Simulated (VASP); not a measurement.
# InSb (Fmmm) in VASP: a series of runs

Runs on InSb. Level: PBE. Tasks: single point.

Everything below comes from runs of VASP 6.6.1. Logs are shortened: lines on timing, memory, paths and dates and some standing lists are left out, and cuts for length are marked.

### 1 The cell of the first run

It takes space group Fmmm (No. 69, orthorhombic). Conventional cell: a = 5.617 Å, b = 6.069 Å, c = 6.765 Å, α = 90.00°, β = 90.00°, γ = 90.00°. In (site symmetry mmm) has 6 Sb at 2.81 to 3.38 Å within 3.7 Å. Sb (site symmetry mmm) has 6 In at 2.81 to 3.38 Å within 3.7 Å.

### 2 Single point, PBE

Contents of INCAR:

```
SYSTEM = InSb
ALGO = Normal
EDIFF = 1E-6
ENCUT = 520
GGA = PE
ISIF = 2
ISMEAR = 0
LASPH = .True.
LCHARG = .False.
LREAL = .False.
LWAVE = .False.
NBANDS = 16
NELM = 100
PREC = Accurate
SIGMA = 0.15
```

Contents of KPOINTS:

```
k-points
0
Gamma
  12 12 12
  0 0 0
```

Contents of POSCAR:

```
InSb
1.0
    0.0000000000      3.0342838534      3.3827021777
    2.8085653626      0.0000000000      3.3827021777
    2.8085653626      3.0342838534      0.0000000000
In Sb
1 1
Direct
    0.0000000000      0.0000000000      0.0000000000
    0.5000000000      0.5000000000      0.5000000000
```

Potentials or basis: VASP PAW PBE potentials, release 64 (In_d, Sb).

Launch:

```console
> cat potpaw_PBE.64/In_d/POTCAR potpaw_PBE.64/Sb/POTCAR > POTCAR
> mpirun -np 1 vasp_std > vasp.out
```

OUTCAR:

```text
SYSTEM = InSb
   EDIFF = 1E-6
   ENCUT = 520
   GGA = PE
   ISIF = 2
   ISMEAR = 0
   LASPH = .True.
   LREAL = .False.
   NELM = 100
   PREC = Accurate

 ion  position               nearest neighbor table
   1  0.000  0.000  0.000-   2 2.81   2 2.81   2 3.03   2 3.03   2 3.38   2 3.38
   2  0.500  0.500  0.500-   1 2.81   1 2.81   1 3.03   1 3.03   1 3.38   1 3.38

  LATTYP: Found a face centered orthorhombic cell.
 ALAT       =     5.6171307252
 B/A-ratio  =     1.0803678967
 C/A-ratio  =     1.2044235191

  Lattice vectors:

 A1 = (   0.0000000000,   3.0342838534,   3.3827021777)
 A2 = (   2.8085653626,   0.0000000000,   3.3827021777)
 A3 = (   2.8085653626,   3.0342838534,   0.0000000000)

Analysis of symmetry for initial positions (statically):
=====================================================================
 Subroutine PRICEL returns:
 Original cell was already a primitive cell.

 Routine SETGRP: Setting up the symmetry group for a
 face centered orthorhombic supercell.

 Subroutine GETGRP returns: Found  8 space group operations
 (whereof  8 operations were pure point group operations)
 out of a pool of  8 trial point group operations.

The static configuration has the point symmetry D_2h.

Analysis of symmetry for dynamics (positions and initial velocities):
=====================================================================
 Subroutine PRICEL returns:
 Original cell was already a primitive cell.

 Routine SETGRP: Setting up the symmetry group for a
 face centered orthorhombic supercell.

 Subroutine GETGRP returns: Found  8 space group operations
 (whereof  8 operations were pure point group operations)
 out of a pool of  8 trial point group operations.

The dynamic configuration has the point symmetry D_2h.

 Subroutine INISYM returns: Found  8 space group operations
 (whereof  8 operations are pure point group operations),
 and found     1 'primitive' translations

----------------------------------------------------------------------------------------

                                     Primitive cell

  volume of cell :      57.6547

  direct lattice vectors                    reciprocal lattice vectors
     0.000000000  3.034283853  3.382702178    -0.178026834  0.164783529  0.147810825
     2.808565363  0.000000000  3.382702178     0.178026834 -0.164783529  0.147810825
     2.808565363  3.034283853  0.000000000     0.178026834  0.164783529 -0.147810825

  length of vectors
     4.544177871  4.396670720  4.134600089     0.284069014  0.284069014  0.284069014

  position of ions in fractional coordinates (direct lattice)
     0.000000000  0.000000000  0.000000000
     0.500000000  0.500000000  0.500000000

  ion indices of the primitive-cell ions
   primitive index   ion index
                 1           1
                 2           2

----------------------------------------------------------------------------------------

 KPOINTS: k-points

Automatic generation of k-mesh.
 Grid dimensions read from file:
 generate k-points for:   12   12   12

 Generating k-lattice:

  Cartesian coordinates                     Fractional coordinates (reciprocal lattice)
    -0.014835570  0.013731961  0.012317569     0.083333333  0.000000000  0.000000000
     0.014835570 -0.013731961  0.012317569     0.000000000  0.083333333  0.000000000
     0.014835570  0.013731961 -0.012317569     0.000000000  0.000000000  0.083333333

  Length of vectors
     0.023672418  0.023672418  0.023672418

  Shift w.r.t. Gamma in fractional coordinates (k-lattice)
     0.000000000  0.000000000  0.000000000

 Subroutine IBZKPT returns following result:
 ===========================================

 Found    280 irreducible k-points:

 Following reciprocal coordinates:
            Coordinates               Weight
  0.000000  0.000000  0.000000      1.000000
  0.083333  0.000000  0.000000      8.000000
  0.166667 -0.000000  0.000000      8.000000
  0.250000  0.000000  0.000000      8.000000
  0.333333 -0.000000 -0.000000      8.000000
  0.416667  0.000000  0.000000      8.000000
[... 16 lines left out ...]
  0.500000  0.166667  0.000000      8.000000
 -0.416667  0.166667  0.000000      8.000000
 [... further k-points ...]
   k-points           NKPTS =    280   k-points in BZ     NKDIM =    280   number of bands    NBANDS=     16
   number of dos      NEDOS =    301   number of ions     NIONS =      2
   total plane-waves  NPLWV =  41472
   dimension x,y,z NGX =    36 NGY =   36 NGZ =   32
   dimension x,y,z NGXF=    72 NGYF=   72 NGZF=   64
   ions per type =               1   1
   NGX,Y,Z   is equivalent  to a cutoff of  13.17, 13.61, 12.87 a.u.
   NGXF,Y,Z  is equivalent  to a cutoff of  26.34, 27.22, 25.73 a.u.
 SYSTEM =  InSb
   PREC   = accura    normal or accurate (medium, high low for compatibility)
   ISTART =      0    job   : 0-new  1-cont  2-samecut
   ICHARG =      2    charge: 1-file 2-atom 10-const
   ISPIN  =      1    spin polarized calculation?
   LNONCOLLINEAR =      F non collinear calculations
   LSORBIT =      F    spin-orbit coupling
   LASPH  =      T    aspherical Exc in radial PAW
   ENCUT  =  520.0 eV  38.22 Ry    6.18 a.u.   8.45  8.17  7.69*2*pi/ulx,y,z
   NELM   =    100;   NELMIN=  2; NELMDL= -5     # of ELM steps
   EDIFF  = 0.1E-05   stopping-criterion for ELM
   LREAL  =      F    real-space projection
   EDIFFG = 0.1E-04   stopping-criterion for IOM
   NSW    =      0    number of steps for IOM
   IBRION =     -1    ionic relax: 0-MD 1-quasi-New 2-CG
   NFREE  =      0    steps in history (QN), initial steepest desc. (CG)
   ISIF   =      2    stress and relaxation
   ISYM   =      2    0-nonsym 1-usesym 2-fastsym
   POTIM  = 0.5000    time-step for ionic-motion
   TEBEG  =    0.0;   TEEND  =   0.0 temperature during run
   PSTRESS=    0.0 pullay stress
   NELECT =      18.0000    total number of electrons
   NUPDOWN=      -1.0000    fix difference up-down
   EMIN   =  10.00;   EMAX   =-10.00  energy-range for DOS
   EFERMI =   0.00;   METHOD = LEGACY
   ISMEAR =     0;   SIGMA  =   0.15  broadening in eV -4-tet -1-fermi 0-gaus
   EFERMI_NEDOS =   21; number of points for ismear=-14 and -15
   IALGO  =     38    algorithm
   IMIX   =      4    mixing-type and parameters
     AMIX     =   0.40;   BMIX     =  1.00
     AMIX_MAG =   1.60;   BMIX_MAG =  1.00
  volume/ion in A,a.u.               =      28.83       194.54
  Fermi-wavevector in a.u.,A,eV,Ry     =   1.110591  2.098713 16.781595  1.233412
  Thomas-Fermi vector in A             =   2.247144
   LORBIT       =      0    0 simple, 1 ext, 2 COOP (PROOUT), +10 PAW based schemes
   GGA     = PE    functional components
   LHFCALC =     F    Hartree Fock is set to
   AEXX    =    0.0000 exact exchange contribution
   IVDW    =     0    specifies the selected vdW correction
   LEPSILON=     F    determine dielectric tensor
   LRPA    =     F    only Hartree local field effects (RPA)
 non-spin polarized calculation
 Gauss-broadening in eV      SIGMA  =   0.15
  energy-cutoff  :      520.00
  volume of cell :       57.65
 maximum number of plane-waves:      1586
 NGX is ok and might be reduce to    36
   NGX = 17   NGY = 17   NGZ = 15

 number of electron      18.0000001 magnetization

 Free energy of the ion-electron system (eV)
  ---------------------------------------------------
  ext. energy  EPLUGINS =         0.00000000
  ---------------------------------------------------
  free energy    TOTEN  =        -6.41015096 eV

  energy without entropy =       -6.39535282  energy(sigma->0) =       -6.40275189

 E-fermi :   6.6580     XC(G=0):  -9.7098

 val. band max:        6.6543948177   @ k =   0.3333   0.4167   0.0833
 cond. band min:       6.6628191313   @ k =   0.1667  -0.2500   0.0833
 fundamental gap:      0.0084243136
 Fermi energy:         6.6579537732

 k-point     1 :       0.0000    0.0000    0.0000
  band No.  band energies     occupation
      1      -7.9256      2.00000
      2      -7.8485      2.00000
      3      -7.8376      2.00000
      4      -7.8269      2.00000
      5      -7.7907      2.00000
      6      -4.3542      2.00000
[... 8 lines left out ...]
     15      13.3833      0.00000
     16      13.5014      0.00000

 k-point     2 :       0.0833    0.0000    0.0000
  band No.  band energies     occupation
      1      -7.9266      2.00000
      2      -7.8468      2.00000
      3      -7.8382      2.00000
      4      -7.8264      2.00000
      5      -7.7906      2.00000
      6      -4.2826      2.00000
[... 8 lines left out ...]
     15      13.4405      0.00000
     16      13.7951      0.00000

 k-point     3 :       0.1667   -0.0000    0.0000
  band No.  band energies     occupation
      1      -7.9303      2.00000
      2      -7.8480      2.00000
      3      -7.8347      2.00000
      4      -7.8240      2.00000
      5      -7.7903      2.00000
      6      -4.0700      2.00000
[... 8 lines left out ...]
     15      13.6818      0.00000
     16      13.9949      0.00000

 k-point     4 :       0.2500    0.0000    0.0000
  band No.  band energies     occupation
      1      -7.9373      2.00000
      2      -7.8539      2.00000
      3      -7.8298      2.00000
      4      -7.8157      2.00000
      5      -7.7892      2.00000
      6      -3.7263      2.00000
[... 8 lines left out ...]
     15      14.3447      0.00000
     16      14.3997      0.00000
[... 324 lines left out ...]
 k-point    22 :       0.4167    0.1667    0.0000
  band No.  band energies     occupation
      1      -7.9532      2.00000
      2      -7.8612      2.00000
      3      -7.8326      2.00000
      4      -7.8081      2.00000
      5      -7.7816      2.00000
      6      -3.0956      2.00000
[... 8 lines left out ...]
     15      16.1323      0.00000
     16      16.5569      0.00000

 k-point    23 :       0.5000    0.1667    0.0000
  band No.  band energies     occupation
      1      -7.9552      2.00000
      2      -7.8666      2.00000
      3      -7.8252      2.00000
      4      -7.8050      2.00000
      5      -7.7818      2.00000
      6      -2.6800      2.00000
[... 8 lines left out ...]
     15      16.6235      0.00000
     16      17.0100      0.00000

 k-point    24 :      -0.4167    0.1667    0.0000
  band No.  band energies     occupation
      1      -7.9566      2.00000
      2      -7.8675      2.00000
      3      -7.8242      2.00000
      4      -7.7988      2.00000
      5      -7.7832      2.00000
      6      -2.4693      2.00000
[... 8 lines left out ...]
     15      16.2589      0.00000
     16      16.8223      0.00000

 [... further k-points ...]

------------------------ aborting loop because EDIFF is reached ----------------------------------------

  FORCE on cell =-STRESS in cart. coord.  units (eV):
  Direction    XX          YY          ZZ          XY          YZ          ZX
  --------------------------------------------------------------------------------------
  -------------------------------------------------------------------------------------
  Total        4.4664381      0.4640633     -1.4461535     -0.0000000      0.0000000      0.0000000
  in kB      124.1187520     12.8959500    -40.1874522     -0.0000000      0.0000000      0.0000000
  external PRESSURE =      32.2757499 kB  Pullay stress =       0.0000000 kB

 VOLUME and BASIS-vectors are now :
 -----------------------------------------------------------------------------
  energy-cutoff  :      520.00
  volume of cell :       57.65
      direct lattice vectors                 reciprocal lattice vectors
     0.000000000  3.034283853  3.382702178    -0.178026834  0.164783529  0.147810825
     2.808565363  0.000000000  3.382702178     0.178026834 -0.164783529  0.147810825
     2.808565363  3.034283853  0.000000000     0.178026834  0.164783529 -0.147810825

 POSITION                                       TOTAL-FORCE (eV/Angst)
 -----------------------------------------------------------------------------------
      0.00000      0.00000      0.00000        -0.000000      0.000000     -0.000000
      2.80857      3.03428      3.38270         0.000000     -0.000000      0.000000
 -----------------------------------------------------------------------------------
    total drift:                               -0.000000      0.000000      0.000000

  FREE ENERGIE OF THE ION-ELECTRON SYSTEM (eV)
  ---------------------------------------------------
  free  energy   TOTEN  =        -6.4101509612 eV

  energy  without entropy=       -6.3953528153  energy(sigma->0) =       -6.40275189
```

Wall time 3.2 min (1 thread of Intel Xeon Platinum 8488C (Sapphire Rapids), shared host); peak memory 0.4 GiB.

Results:

```
Free energy            : -6.4102 eV
Pressure               : 3.2 GPa
Band gap on the k mesh : zero (bands 9 and 10 overlap by 2.73 eV)
```

Stress tensor (GPa, compression positive):
```
12.41  0.00  0.00
 0.00  1.29  0.00
 0.00  0.00 -4.02
```

Caveat: the cell differs from its parent crystal (strain +e along x and -e along y -0.0367, strain +e along z and -e/2 along x and y +0.1000); the cell stands under pressure; spin-orbit coupling is left out, which moves the levels of the heavy elements.

### 3 Single point, PBE

Contents of INCAR:

```
SYSTEM = InSb
PREC = Accurate
ENCUT = 520
EDIFF = 1E-6
ISMEAR = 0
SIGMA = 0.15
LREAL = .False.
LASPH = .True.
NELM = 80
ALGO = Normal
ISIF = 2
LWAVE = .False.
LCHARG = .False.
GGA = PE
NBANDS = 16
```

Contents of KPOINTS:

```
Automatic mesh
0
Gamma
  12 12 12
  0 0 0
```

Contents of POSCAR:

```
InSb
1.0
    0.0000000000      3.4134540157      3.0751837979
    2.7369135801      0.0000000000      3.0751837979
    2.7369135801      3.4134540157      0.0000000000
In Sb
1 1
Direct
    0.0000000000      0.0000000000      0.0000000000
    0.5000000000      0.5000000000      0.5000000000
```

Potentials or basis: VASP PAW PBE potentials, release 64 (In_d, Sb).

Launch:

```console
> cat potpaw_PBE.64/In_d/POTCAR potpaw_PBE.64/Sb/POTCAR > POTCAR
> mpirun -np 1 vasp_std > vasp.out
```

Wall time 3.8 min (1 thread of Intel Xeon Platinum 8488C (Sapphire Rapids), shared host); peak memory 0.4 GiB.

Results (log left out):

```yaml
Free_energy: -6.2595 eV
Pressure: 4.8 GPa
Band_gap_on_the_k_mesh: zero (bands 9 and 10 overlap by 2.83 eV)
```

Stress tensor (GPa, compression positive):
```
18.05  0.00  0.00
 0.00 -4.11  0.00
 0.00  0.00  0.36
```

Levels at points of the mesh, in eV from the Fermi level:
| k point | band 7 | band 8 | band 9 | band 10 | band 11 | band 12 |
| --- | --- | --- | --- | --- | --- | --- |
| (0.00, 0.00, 0.00) | -1.23 | -0.13 | 0.15 | 0.72 | 3.79 | 5.72 |
| (0.50, 0.00, 0.00) | -6.60 | -0.23 | 0.59 | 1.32 | 2.25 | 3.99 |
| (0.50, 0.50, 0.00) | -4.56 | -3.22 | -3.10 | -0.81 | 3.52 | 5.21 |
| (0.50, 0.00, 0.50) | -4.40 | -2.39 | -2.04 | -1.03 | 3.78 | 6.92 |
| (0.00, 0.50, 0.50) | -4.51 | -3.92 | -3.15 | -2.05 | 2.87 | 6.62 |

Caveat: the cell differs from its parent crystal (strain +e along x and -e along y -0.1100, strain +e along z and -e/2 along x and y +0.0000); the cell stands under pressure; spin-orbit coupling is left out, which moves the levels of the heavy elements.
